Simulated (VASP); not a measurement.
# RuS2 (Pa-3) in VASP: notebook, part 3 of 3

VASP 6.6.1. Earlier steps stand in the parts before.

### 5 Single point, r2SCAN

File POSCAR:

```
RuS2
1.0
    5.6319165433      0.0000000000      0.0000000000
    0.0000000000      5.6319165433      0.0000000000
    0.0000000000      0.0000000000      5.6319165433
Ru S
4 8
Direct
    0.0000000000      0.5000000000      0.5000000000
    0.5000000000      0.5000000000      0.0000000000
    0.5000000000      0.0000000000      0.5000000000
    0.0000000000      0.0000000000      0.0000000000
    0.3879160855      0.1120839145      0.8879160855
    0.1120839145      0.8879160855      0.3879160855
    0.8879160855      0.3879160855      0.1120839145
    0.6120839145      0.6120839145      0.6120839145
    0.3879160855      0.3879160855      0.3879160855
    0.1120839145      0.6120839145      0.8879160855
    0.8879160855      0.1120839145      0.6120839145
    0.6120839145      0.8879160855      0.1120839145
```

File INCAR.step1:

```
SYSTEM = RuS2
PREC = Accurate ; ENCUT = 520
ISMEAR = 0 ; SIGMA = 0.01
LREAL = .FALSE. ; LASPH = .TRUE.
NELM = 60 ; NBANDS = 64
GGA = PE ; ALGO = Normal
EDIFF = 1E-4 ; LWAVE = .TRUE.
LCHARG = .FALSE.
```

File INCAR.step2:

```
SYSTEM = RuS2
PREC = Accurate ; ENCUT = 520
EDIFF = 1E-7 ; ISMEAR = 0
SIGMA = 0.01 ; LREAL = .FALSE.
LASPH = .TRUE. ; NELM = 60
ALGO = Normal ; ISIF = 2
LWAVE = .FALSE. ; LCHARG = .FALSE.
METAGGA = R2SCAN ; LMIXTAU = .TRUE.
NBANDS = 64 ; ISTART = 1
```

File KPOINTS:

```
regular mesh
0
G
  4 4 4
  0 0 0
```

Potentials or basis: VASP PAW PBE potentials, release 64 (Ru_pv, S).

Command:

```sh
cat potpaw_PBE.64/Ru_pv/POTCAR potpaw_PBE.64/S/POTCAR > POTCAR
cp INCAR.step1 INCAR
mpirun -np 1 vasp_std > vasp.out
cp INCAR.step2 INCAR
mpirun -np 1 vasp_std > vasp.out
```

OUTCAR:

```text
SYSTEM = RuS2
   PREC = Accurate
   ENCUT = 520
   EDIFF = 1E-7
   ISMEAR = 0
   LREAL = .FALSE.
   LASPH = .TRUE.
   NELM = 60
   ISIF = 2
   METAGGA = R2SCAN
   ISTART = 1

 ion  position               nearest neighbor table
   1  0.000  0.500  0.500-   6 2.36   7 2.36   8 2.36   9 2.36  10 2.36  11 2.36
   2  0.500  0.500  0.000-   5 2.36   7 2.36   8 2.36   9 2.36  10 2.36  12 2.36
   3  0.500  0.000  0.500-   5 2.36   6 2.36   8 2.36   9 2.36  11 2.36  12 2.36
   4  0.000  0.000  0.000-   5 2.36   6 2.36   7 2.36  10 2.36  11 2.36  12 2.36
   5  0.388  0.112  0.888-  12 2.19   3 2.36   4 2.36   2 2.36
   6  0.112  0.888  0.388-  11 2.19   3 2.36   4 2.36   1 2.36
   7  0.888  0.388  0.112-  10 2.19   2 2.36   4 2.36   1 2.36
   8  0.612  0.612  0.612-   9 2.19   2 2.36   3 2.36   1 2.36
   9  0.388  0.388  0.388-   8 2.19   2 2.36   3 2.36   1 2.36
  10  0.112  0.612  0.888-   7 2.19   2 2.36   4 2.36   1 2.36
  11  0.888  0.112  0.612-   6 2.19   3 2.36   4 2.36   1 2.36
  12  0.612  0.888  0.112-   5 2.19   3 2.36   4 2.36   2 2.36

  LATTYP: Found a simple cubic cell.
 ALAT       =     5.6319165433

  Lattice vectors:

 A1 = (   5.6319165433,   0.0000000000,   0.0000000000)
 A2 = (   0.0000000000,   5.6319165433,   0.0000000000)
 A3 = (   0.0000000000,   0.0000000000,   5.6319165433)

Analysis of symmetry for initial positions (statically):
=====================================================================
 Subroutine PRICEL returns:
 Original cell was already a primitive cell.

 Routine SETGRP: Setting up the symmetry group for a
 simple cubic supercell.

 Subroutine GETGRP returns: Found 24 space group operations
 (whereof  6 operations were pure point group operations)
 out of a pool of 48 trial point group operations.

The static configuration has the point symmetry S_6 .
 The point group associated with its full space group is T_h .
[... 147 lines left out ...]
   AEXX    =    0.0000 exact exchange contribution
   IVDW    =     0    specifies the selected vdW correction
   LEPSILON=     F    determine dielectric tensor
   LRPA    =     F    only Hartree local field effects (RPA)
 non-spin polarized calculation
 Gauss-broadening in eV      SIGMA  =   0.01
  energy-cutoff  :      520.00
  volume of cell :      178.64
 maximum number of plane-waves:      4839
 NGX is ok and might be reduce to    42
   NGX = 21   NGY = 21   NGZ = 21

 number of electron     104.0000038 magnetization

 Free energy of the ion-electron system (eV)
  ---------------------------------------------------
  ext. energy  EPLUGINS =         0.00000000
  ---------------------------------------------------
  free energy    TOTEN  =      -174.20660048 eV

  energy without entropy =     -174.20660048  energy(sigma->0) =     -174.20660048

 E-fermi :   8.7546     XC(G=0): -12.6417

 val. band max:        8.6548620899   @ k =   0.5000   0.0000   0.0000
 cond. band min:       9.5499655702   @ k =   0.0000   0.0000   0.0000
 fundamental gap:      0.8951034803
 Fermi energy:         8.7545677786

 k-point     1 :       0.0000    0.0000    0.0000
  band No.  band energies     occupation
      1     -34.5274      2.00000
      2     -34.5274      2.00000
      3     -34.5274      2.00000
      4     -34.5168      2.00000
      5     -34.5168      2.00000
      6     -34.5136      2.00000
[... 726 lines left out ...]
     63      12.7725      0.00000
     64      12.7725      0.00000

------------------------ aborting loop because EDIFF is reached ----------------------------------------

  FORCE on cell =-STRESS in cart. coord.  units (eV):
  Direction    XX          YY          ZZ          XY          YZ          ZX
  --------------------------------------------------------------------------------------
  -------------------------------------------------------------------------------------
  Total       -0.1495838     -0.1495838     -0.1495838      0.0000000      0.0000000     -0.0000000
  in kB       -1.3416107     -1.3416107     -1.3416107      0.0000000      0.0000000     -0.0000000
  external PRESSURE =      -1.3416107 kB  Pullay stress =       0.0000000 kB

 VOLUME and BASIS-vectors are now :
 -----------------------------------------------------------------------------
  energy-cutoff  :      520.00
  volume of cell :      178.64
      direct lattice vectors                 reciprocal lattice vectors
     5.631916543  0.000000000  0.000000000     0.177559449  0.000000000  0.000000000
     0.000000000  5.631916543  0.000000000     0.000000000  0.177559449  0.000000000
     0.000000000  0.000000000  5.631916543     0.000000000  0.000000000  0.177559449

 POSITION                                       TOTAL-FORCE (eV/Angst)
 -----------------------------------------------------------------------------------
      0.00000      2.81596      2.81596        -0.000000     -0.000000      0.000000
      2.81596      2.81596      0.00000        -0.000000     -0.000000      0.000000
      2.81596      0.00000      2.81596        -0.000000     -0.000000      0.000000
      0.00000      0.00000      0.00000        -0.000000     -0.000000      0.000000
      2.18471      0.63125      5.00067         0.024786     -0.024786      0.024786
      0.63125      5.00067      2.18471        -0.024786      0.024786      0.024786
      5.00067      2.18471      0.63125         0.024786      0.024786     -0.024786
      3.44721      3.44721      3.44721        -0.024786     -0.024786     -0.024786
      2.18471      2.18471      2.18471         0.024786      0.024786      0.024786
      0.63125      3.44721      5.00067        -0.024786     -0.024786      0.024786
      5.00067      0.63125      3.44721         0.024786     -0.024786     -0.024786
      3.44721      5.00067      0.63125        -0.024786      0.024786     -0.024786
 -----------------------------------------------------------------------------------
    total drift:                                0.000000     -0.000000     -0.000000

  FREE ENERGIE OF THE ION-ELECTRON SYSTEM (eV)
  ---------------------------------------------------
  free  energy   TOTEN  =      -174.2066004797 eV

  energy  without entropy=     -174.2066004797  energy(sigma->0) =     -174.20660048
```

OSZICAR.step1:

```text
N       E                     dE             d eps       ncg     rms          rms(c)
DAV:   1     0.100759895486E+04    0.10076E+04   -0.56389E+04  1496   0.159E+03
DAV:   2    -0.480002024899E+01   -0.10124E+04   -0.97771E+03  1552   0.424E+02
DAV:   3    -0.763838194110E+02   -0.71584E+02   -0.69759E+02  1744   0.103E+02
DAV:   4    -0.783906484158E+02   -0.20068E+01   -0.19946E+01  1624   0.170E+01
DAV:   5    -0.784311755900E+02   -0.40527E-01   -0.40510E-01  1704   0.247E+00    0.370E+01
DAV:   6    -0.773127781095E+02    0.11184E+01   -0.11350E+01  1512   0.183E+01    0.163E+01
DAV:   7    -0.769061983103E+02    0.40658E+00   -0.51823E+00  1512   0.133E+01    0.130E+01
DAV:   8    -0.765907796908E+02    0.31542E+00   -0.10627E+00  1448   0.602E+00    0.740E-01
DAV:   9    -0.765883889416E+02    0.23907E-02   -0.71063E-02  1584   0.105E+00    0.389E-01
DAV:  10    -0.765882592442E+02    0.12970E-03   -0.64303E-03  1552   0.392E-01    0.192E-01
DAV:  11    -0.765883583268E+02   -0.99083E-04   -0.96288E-04  1464   0.146E-01
   1 F= -.76588358E+02 E0= -.76588358E+02  d E =-.132192E-35
```

It took 3.8 min on 1 thread of Intel Xeon 6975P-C (Granite Rapids), shared host; peak memory 0.31 GiB.

Results:

```
Free energy            : -174.2066 eV
Pressure               : -0.1 GPa
Largest force          : 0.043 eV/Å
Band gap on the k mesh : 0.90 eV (least direct gap 1.14 eV)
```

Forces in eV/Å, atoms in the order of the input:
```
Ru   0.000  0.000  0.000
Ru   0.000  0.000  0.000
Ru   0.000  0.000  0.000
Ru   0.000  0.000  0.000
S    0.025 -0.025  0.025
S   -0.025  0.025  0.025
S    0.025  0.025 -0.025
S   -0.025 -0.025 -0.025
S    0.025  0.025  0.025
S   -0.025 -0.025  0.025
S    0.025 -0.025 -0.025
S   -0.025  0.025 -0.025
```

Caveat: the PAW data sets were made with another functional, which shifts forces and pressure a little.

### 6 Overview

```tsv
level	cell	smearing	gap on the mesh (eV)	pressure (GPa)	largest force (eV/Å)
PBE	a = 5.632 Å, 12 atoms, atomic positions A	fermi-dirac 0.02 eV	0.71	1.3	0.14
PBE	a = 5.649 Å, 12 atoms, atomic positions B	fermi-dirac 0.02 eV	0.59	-0.3	0.04
r2SCAN	a = 5.632 Å, 12 atoms, atomic positions A	fermi-dirac 0.02 eV	0.90	-0.1	0.04
r2SCAN	a = 5.632 Å, 12 atoms, atomic positions A	gaussian 0.01 eV	0.90	-0.1	0.04
```

Alike in all rows: task single point; potentials or basis VASP PAW PBE potentials, release 64 (Ru_pv, S); no spin polarisation; k mesh 4 × 4 × 4; cutoff (eV) 520.

On the cell as given the gap runs from 0.71 eV (PBE) to 0.90 eV (r2SCAN). The pressure there spans -0.1 GPa (r2SCAN) to 1.3 GPa (PBE); a positive pressure means that this level wants a larger cell, a negative one a smaller.

Caveats: semilocal functionals underestimate gaps, and a narrow one can read as zero (at least some runs); the PAW data sets were made with another functional, which shifts forces and pressure a little (at least some runs).

Total energies depend on the potentials used, so only differences within one code and one set of settings carry meaning.
